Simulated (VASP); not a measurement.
# Bi2S3 (Pnma) in VASP: single point with LDA

Aim: the single point of Bi2S3 with LDA.

Program: VASP 6.6.1. These are calculated values, not measurements. Logs are shortened: lines on timing, memory, paths and dates and some standing lists are left out, and cuts for length are marked.

### Step 1. The cell of the first run

Symmetry: Pnma, No. 62, orthorhombic system. Conventional cell: a = 11.250 Å, b = 3.970 Å, c = 11.110 Å, α = 90.00°, β = 90.00°, γ = 90.00°. Bi (site symmetry m) has 7 S at 2.68 to 3.36 Å within 3.5 Å. Bi (site symmetry m) has 7 S at 2.61 to 3.28 Å within 3.4 Å. S (site symmetry m) has 4 Bi at 2.71 to 3.36 Å and 5 S at 3.30 to 3.64 Å within 3.7 Å. Within 3.4 Å of S (site symmetry m) lie 5 Bi at 2.61 to 3.03 Å. S (site symmetry m) has 5 Bi at 2.68 to 3.28 Å and 6 S at 3.30 to 3.78 Å within 3.8 Å.

### Step 2. Single point, LDA

Contents of INCAR:

```
PREC     = Accurate       # precision mode
ENCUT    = 500            # plane-wave cutoff, eV
EDIFF    = 1E-6           # SCF threshold, eV
ISMEAR   = 0              # smearing method
SIGMA    = 0.01           # smearing width, eV
LREAL    = F              # projectors in reciprocal space
LASPH    = T              # aspherical terms in the spheres
NELM     = 120            # most SCF steps
ALGO     = Normal         # electronic algorithm
ISIF     = 2              # what is computed and relaxed
LWAVE    = F              # write WAVECAR
LCHARG   = F              # write CHGCAR
NBANDS   = 112            # bands
GGA_COMPAT= F
```

Contents of KPOINTS:

```
regular mesh
0
Gamma
  3 7 3
```

Contents of POSCAR:

```
Bi2S3
1.0
   11.2500000000      0.0000000000      0.0000000000
    0.0000000000      3.9700000000      0.0000000000
    0.0000000000      0.0000000000     11.1100000000
Bi S
8 12
Direct
    0.4860773756      0.2500000000      0.3242856843
    0.0139226244      0.7500000000      0.8242856843
    0.9860773756      0.2500000000      0.1757143157
    0.5139226244      0.7500000000      0.6757143157
    0.3383267953      0.7500000000      0.0302815011
    0.1616732047      0.2500000000      0.5302815011
    0.8383267953      0.7500000000      0.4697184989
    0.6616732047      0.2500000000      0.9697184989
    0.2847926222      0.2500000000      0.1906454615
    0.2152073778      0.7500000000      0.6906454615
    0.7847926222      0.2500000000      0.3093545385
    0.7152073778      0.7500000000      0.8093545385
    0.5490363774      0.7500000000      0.1287380479
    0.9509636226      0.2500000000      0.6287380479
    0.0490363774      0.7500000000      0.3712619521
    0.4509636226      0.2500000000      0.8712619521
    0.3776860621      0.7500000000      0.4434539361
    0.1223139379      0.2500000000      0.9434539361
    0.8776860621      0.7500000000      0.0565460639
    0.6223139379      0.2500000000      0.5565460639
```

Potentials or basis: VASP PAW LDA potentials, release 64 (Bi_d, S).

The run is started by

```console
$ cat potpaw_LDA.64/Bi_d/POTCAR potpaw_LDA.64/S/POTCAR > POTCAR
$ mpirun -np 1 vasp_std > vasp.out
```

OUTCAR:

```text
PREC = Accurate
   ENCUT = 500
   EDIFF = 1E-6
   ISMEAR = 0
   LREAL = F
   LASPH = T
   NELM = 120
   ISIF = 2

 ion  position               nearest neighbor table
   1  0.486  0.250  0.324-  17 2.68  17 2.68   9 2.71  20 3.00  13 3.03  13 3.03
   2  0.014  0.750  0.824-  18 2.68  18 2.68  10 2.71  19 3.00  14 3.03  14 3.03
   3  0.986  0.250  0.176-  19 2.68  19 2.68  11 2.71  18 3.00  15 3.03  15 3.03
   4  0.514  0.750  0.676-  20 2.68  20 2.68  12 2.71  17 3.00  16 3.03  16 3.03
   5  0.338  0.750  0.030-  13 2.61   9 2.73   9 2.73  16 2.94  16 2.94  18 3.28  18 3.28
   6  0.162  0.250  0.530-  14 2.61  10 2.73  10 2.73  15 2.94  15 2.94  17 3.28  17 3.28
   7  0.838  0.750  0.470-  15 2.61  11 2.73  11 2.73  14 2.94  14 2.94  20 3.28  20 3.28
   8  0.662  0.250  0.970-  16 2.61  12 2.73  12 2.73  13 2.94  13 2.94  19 3.28  19 3.28
   9  0.285  0.250  0.191-   1 2.71   5 2.73   5 2.73
  10  0.215  0.750  0.691-   2 2.71   6 2.73   6 2.73
  11  0.785  0.250  0.309-   3 2.71   7 2.73   7 2.73
  12  0.715  0.750  0.809-   4 2.71   8 2.73   8 2.73
  13  0.549  0.750  0.129-   5 2.61   8 2.94   8 2.94   1 3.03   1 3.03
  14  0.951  0.250  0.629-   6 2.61   7 2.94   7 2.94   2 3.03   2 3.03
  15  0.049  0.750  0.371-   7 2.61   6 2.94   6 2.94   3 3.03   3 3.03
  16  0.451  0.250  0.871-   8 2.61   5 2.94   5 2.94   4 3.03   4 3.03
  17  0.378  0.750  0.443-   1 2.68   1 2.68   4 3.00   6 3.28   6 3.28
  18  0.122  0.250  0.943-   2 2.68   2 2.68   3 3.00   5 3.28   5 3.28
  19  0.878  0.750  0.057-   3 2.68   3 2.68   2 3.00   8 3.28   8 3.28
  20  0.622  0.250  0.557-   4 2.68   4 2.68   1 3.00   7 3.28   7 3.28

  LATTYP: Found a simple orthorhombic cell.
 ALAT       =     3.9700000000
 B/A-ratio  =     2.7984886650
 C/A-ratio  =     2.8337531486

  Lattice vectors:

 A1 = (   0.0000000000,   3.9700000000,   0.0000000000)
 A2 = (   0.0000000000,   0.0000000000,  11.1100000000)
 A3 = (  11.2500000000,   0.0000000000,   0.0000000000)

Analysis of symmetry for initial positions (statically):
=====================================================================
 Subroutine PRICEL returns:
 Original cell was already a primitive cell.

 Routine SETGRP: Setting up the symmetry group for a
 simple orthorhombic supercell.

 Subroutine GETGRP returns: Found  8 space group operations
 (whereof  2 operations were pure point group operations)
 out of a pool of  8 trial point group operations.

The static configuration has the point symmetry S_2 .
 The point group associated with its full space group is D_2h.

Analysis of symmetry for dynamics (positions and initial velocities):
=====================================================================
 Subroutine PRICEL returns:
 Original cell was already a primitive cell.

 Routine SETGRP: Setting up the symmetry group for a
 simple orthorhombic supercell.

 Subroutine GETGRP returns: Found  8 space group operations
 (whereof  2 operations were pure point group operations)
 out of a pool of  8 trial point group operations.

The dynamic configuration has the point symmetry S_2 .
 The point group associated with its full space group is D_2h.

 Subroutine INISYM returns: Found  8 space group operations
 (whereof  2 operations are pure point group operations),
 and found     1 'primitive' translations

----------------------------------------------------------------------------------------

                                     Primitive cell

  volume of cell :     496.2004

  direct lattice vectors                    reciprocal lattice vectors
    11.250000000  0.000000000  0.000000000     0.088888889  0.000000000  0.000000000
     0.000000000  3.970000000  0.000000000     0.000000000  0.251889169  0.000000000
     0.000000000  0.000000000 11.110000000     0.000000000  0.000000000  0.090009001

  length of vectors
    11.250000000  3.970000000 11.110000000     0.088888889  0.251889169  0.090009001

  position of ions in fractional coordinates (direct lattice)
     0.486077376  0.250000000  0.324285684
     0.013922624  0.750000000  0.824285684
     0.986077376  0.250000000  0.175714316
     0.513922624  0.750000000  0.675714316
     0.338326795  0.750000000  0.030281501
     0.161673205  0.250000000  0.530281501
[... 12 lines left out ...]
     0.877686062  0.750000000  0.056546064
     0.622313938  0.250000000  0.556546064

  ion indices of the primitive-cell ions
   primitive index   ion index
                 1           1
                 2           2
                 3           3
                 4           4
                 5           5
                 6           6
[... 12 lines left out ...]
                19          19
                20          20

----------------------------------------------------------------------------------------

 KPOINTS: regular mesh

Automatic generation of k-mesh.
 Grid dimensions read from file:
 generate k-points for:    3    7    3

 Generating k-lattice:

  Cartesian coordinates                     Fractional coordinates (reciprocal lattice)
     0.029629630  0.000000000  0.000000000     0.333333333  0.000000000  0.000000000
     0.000000000  0.035984167  0.000000000     0.000000000  0.142857143  0.000000000
     0.000000000  0.000000000  0.030003000     0.000000000  0.000000000  0.333333333

  Length of vectors
     0.029629630  0.035984167  0.030003000

  Shift w.r.t. Gamma in fractional coordinates (k-lattice)
     0.000000000  0.000000000  0.000000000

 Subroutine IBZKPT returns following result:
 ===========================================

 Found     16 irreducible k-points:

 Following reciprocal coordinates:
            Coordinates               Weight
  0.000000  0.000000  0.000000      1.000000
  0.333333  0.000000  0.000000      2.000000
  0.000000  0.142857  0.000000      2.000000
  0.333333  0.142857  0.000000      4.000000
  0.000000  0.285714  0.000000      2.000000
  0.333333  0.285714  0.000000      4.000000
[... 8 lines left out ...]
  0.000000  0.428571  0.333333      4.000000
  0.333333  0.428571  0.333333      8.000000
   k-points           NKPTS =     16   k-points in BZ     NKDIM =     16   number of bands    NBANDS=    112
   number of dos      NEDOS =    301   number of ions     NIONS =     20
   total plane-waves  NPLWV = 211680
   dimension x,y,z NGX =    84 NGY =   30 NGZ =   84
   dimension x,y,z NGXF=   168 NGYF=   60 NGZF=  168
   ions per type =               8  12
   NGX,Y,Z   is equivalent  to a cutoff of  12.41, 12.56, 12.57 a.u.
   NGXF,Y,Z  is equivalent  to a cutoff of  24.83, 25.13, 25.14 a.u.
 SYSTEM =  unknown system
   PREC   = accura    normal or accurate (medium, high low for compatibility)
   ISTART =      0    job   : 0-new  1-cont  2-samecut
   ICHARG =      2    charge: 1-file 2-atom 10-const
   ISPIN  =      1    spin polarized calculation?
   LNONCOLLINEAR =      F non collinear calculations
   LSORBIT =      F    spin-orbit coupling
   LASPH  =      T    aspherical Exc in radial PAW
   ENCUT  =  500.0 eV  36.75 Ry    6.06 a.u.  20.51  7.24 20.26*2*pi/ulx,y,z
   NELM   =    120;   NELMIN=  2; NELMDL= -5     # of ELM steps
   EDIFF  = 0.1E-05   stopping-criterion for ELM
   LREAL  =      F    real-space projection
   EDIFFG = 0.1E-04   stopping-criterion for IOM
   NSW    =      0    number of steps for IOM
   IBRION =     -1    ionic relax: 0-MD 1-quasi-New 2-CG
   NFREE  =      0    steps in history (QN), initial steepest desc. (CG)
   ISIF   =      2    stress and relaxation
   ISYM   =      2    0-nonsym 1-usesym 2-fastsym
   POTIM  = 0.5000    time-step for ionic-motion
   TEBEG  =    0.0;   TEEND  =   0.0 temperature during run
   PSTRESS=    0.0 pullay stress
   NELECT =     192.0000    total number of electrons
   NUPDOWN=      -1.0000    fix difference up-down
   EMIN   =  10.00;   EMAX   =-10.00  energy-range for DOS
   EFERMI =   0.00;   METHOD = LEGACY
   ISMEAR =     0;   SIGMA  =   0.01  broadening in eV -4-tet -1-fermi 0-gaus
   EFERMI_NEDOS =   21; number of points for ismear=-14 and -15
   IALGO  =     38    algorithm
   IMIX   =      4    mixing-type and parameters
     AMIX     =   0.40;   BMIX     =  1.00
     AMIX_MAG =   1.60;   BMIX_MAG =  1.00
  volume/ion in A,a.u.               =      24.81       167.43
  Fermi-wavevector in a.u.,A,eV,Ry     =   1.192952  2.254352 19.362912  1.423134
  Thomas-Fermi vector in A             =   2.328978
   LORBIT       =      0    0 simple, 1 ext, 2 COOP (PROOUT), +10 PAW based schemes
   GGA     = CA    functional components
   LHFCALC =     F    Hartree Fock is set to
   AEXX    =    0.0000 exact exchange contribution
   IVDW    =     0    specifies the selected vdW correction
   LEPSILON=     F    determine dielectric tensor
   LRPA    =     F    only Hartree local field effects (RPA)
 non-spin polarized calculation
 Gauss-broadening in eV      SIGMA  =   0.01
  energy-cutoff  :      500.00
  volume of cell :      496.20
 maximum number of plane-waves:     12617
 NGX is ok and might be reduce to    84
   NGX = 41   NGY = 15   NGZ = 41

 number of electron     192.0000027 magnetization

 Free energy of the ion-electron system (eV)
  ---------------------------------------------------
  ext. energy  EPLUGINS =         0.00000000
  ---------------------------------------------------
  free energy    TOTEN  =      -100.17939991 eV

  energy without entropy =     -100.17939991  energy(sigma->0) =     -100.17939991

 E-fermi :   5.2439     XC(G=0): -10.0954

 val. band max:        5.1999724969   @ k =   0.3333   0.0000   0.0000
 cond. band min:       6.4586027564   @ k =   0.0000   0.0000   0.0000
 fundamental gap:      1.2586302595
 Fermi energy:         5.2439456646

 k-point     1 :       0.0000    0.0000    0.0000
  band No.  band energies     occupation
      1     -17.3029      2.00000
      2     -17.3016      2.00000
      3     -17.2972      2.00000
      4     -17.2966      2.00000
      5     -17.2939      2.00000
      6     -17.2915      2.00000
[... 100 lines left out ...]
    107       8.1218      0.00000
    108       8.4461      0.00000
[... 1663 lines left out ...]
    107       8.7714      0.00000
    108       8.8950      0.00000
 [bands above 108 left out]

------------------------ aborting loop because EDIFF is reached ----------------------------------------

  FORCE on cell =-STRESS in cart. coord.  units (eV):
  Direction    XX          YY          ZZ          XY          YZ          ZX
  --------------------------------------------------------------------------------------
  -------------------------------------------------------------------------------------
  Total       -5.1647074     -5.8918486     -7.1186306      0.0000000     -0.0000000      0.0000000
  in kB      -16.6762815    -19.0241416    -22.9852880      0.0000000     -0.0000000      0.0000000
  external PRESSURE =     -19.5619037 kB  Pullay stress =       0.0000000 kB

 VOLUME and BASIS-vectors are now :
 -----------------------------------------------------------------------------
  energy-cutoff  :      500.00
  volume of cell :      496.20
      direct lattice vectors                 reciprocal lattice vectors
    11.250000000  0.000000000  0.000000000     0.088888889  0.000000000  0.000000000
     0.000000000  3.970000000  0.000000000     0.000000000  0.251889169  0.000000000
     0.000000000  0.000000000 11.110000000     0.000000000  0.000000000  0.090009001

 POSITION                                       TOTAL-FORCE (eV/Angst)
 -----------------------------------------------------------------------------------
      5.46837      0.99250      3.60281         0.006582     -0.000000     -0.001732
      0.15663      2.97750      9.15781        -0.006582     -0.000000     -0.001732
     11.09337      0.99250      1.95219         0.006582     -0.000000      0.001732
      5.78163      2.97750      7.50719        -0.006582     -0.000000      0.001732
      3.80618      2.97750      0.33643        -0.005678      0.000000     -0.008679
      1.81882      0.99250      5.89143         0.005678      0.000000     -0.008679
[... 12 lines left out ...]
      9.87397      2.97750      0.62823        -0.007943     -0.000000      0.001130
      7.00103      0.99250      6.18323         0.007943     -0.000000      0.001130
 -----------------------------------------------------------------------------------
    total drift:                               -0.000000      0.000000      0.000000

  FREE ENERGIE OF THE ION-ELECTRON SYSTEM (eV)
  ---------------------------------------------------
  free  energy   TOTEN  =      -100.1793999123 eV

  energy  without entropy=     -100.1793999123  energy(sigma->0) =     -100.17939991
```

Wall time 30 min (1 thread of Intel Xeon 8259CL, shared host); peak memory 0.7 GiB.

What came out:

| Property | Result |
| --- | --- |
| Free energy | -100.1794 eV |
| Pressure | -2.0 GPa |
| Largest force | 0.014 eV/Å |
| Band gap on the k mesh | 1.26 eV (least direct gap 1.36 eV) |

Forces in eV/Å, atoms in the order of the input:
```
Bi   0.007  0.000 -0.002
Bi  -0.007  0.000 -0.002
Bi   0.007  0.000  0.002
Bi  -0.007  0.000  0.002
Bi  -0.006  0.000 -0.009
Bi   0.006  0.000 -0.009
Bi  -0.006  0.000  0.009
Bi   0.006  0.000  0.009
S   -0.007  0.000  0.012
S    0.007  0.000  0.012
S   -0.007  0.000 -0.012
S    0.007  0.000 -0.012
S    0.004  0.000  0.003
S   -0.004  0.000  0.003
S    0.004  0.000 -0.003
S   -0.004  0.000 -0.003
S   -0.008  0.000 -0.001
S    0.008  0.000 -0.001
S   -0.008  0.000  0.001
S    0.008  0.000  0.001
```

Stress tensor (GPa, compression positive):
```
-1.67  0.00  0.00
 0.00 -1.90  0.00
 0.00  0.00 -2.30
```

Caveat: spin-orbit coupling is left out, which moves the levels of the heavy elements; an odd mesh through Γ misses points on the zone boundary, where band edges can lie.
